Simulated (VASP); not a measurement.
## Si: single point with r2SCAN

Crystal: Si.

```
CELL_PARAMETERS angstrom
-3.12936 3.12936 2.17084
3.12936 -3.12936 2.17084
3.12936 3.12936 -2.17084
ATOMIC_POSITIONS crystal
Si 0.17880 0.17880 0.35760
Si 0.82120 0.82120 0.64240
Si 0.17880 0.82120 0.00000
Si 0.82120 0.17880 0.00000
```

This cell differs from its parent crystal: ratio of the length along z to the lengths across it x 1.2, volume and fractional coordinates fixed.

| Quantity | Value |
| --- | --- |
| Program | VASP 6.6.1 |
| Task | single point |
| Functional | r2SCAN |
| Potentials or basis | VASP PAW PBE potentials, release 64 (Si) |
| Cutoff | 520 eV |
| k mesh | 12 × 12 × 12 |
| Occupations | gaussian, width 0.03 eV |
| Spin | no spin polarisation |

```yaml
Pressure: 2.3 GPa
Largest_force: 2.390 eV/Å
Band_gap_on_the_k_mesh: zero (bands 8 and 9 overlap by 0.53 eV)
```

Forces on the atoms (eV/Å):
```
Si   1.690  1.690  0.000
Si  -1.690 -1.690  0.000
Si  -1.690  1.690  0.000
Si   1.690 -1.690  0.000
```

Stress tensor (GPa, compression positive):
```
 12.37   0.00   0.00
  0.00  12.37   0.00
  0.00   0.00 -17.96
```

Levels at points of the mesh, in eV from the Fermi level:
```
           k point  band 4  band 5  band 6  band 7  band 8  band 9  band 10  band 11  band 12  band 13
(0.00, 0.00, 0.00)   -5.70   -3.99   -1.91   -1.91   -1.02    0.40     1.24     1.24     3.84     3.84
(0.50, 0.00, 0.00)   -5.48   -4.31   -3.43   -2.50   -0.55    1.59     3.81     3.82     4.06     5.76
(0.50, 0.50, 0.00)   -4.93   -2.83   -2.55   -2.19   -0.78    0.70     1.30     2.57     4.46     5.05
(0.50, 0.50, 0.50)   -5.02   -4.07   -0.96    0.05    0.37    0.37     2.60     4.20     4.20     5.06
```

Wall time 7.7 min on 1 thread of AMD EPYC 9R45 96-Core Processor (Zen 5) (shared host), peak memory 0.32 GiB.

Caveat: the stress differs along the axes, from -18 to 12 GPa; semilocal functionals underestimate gaps, and a narrow one can read as zero; the PAW data sets were made with another functional, which shifts forces and pressure a little.
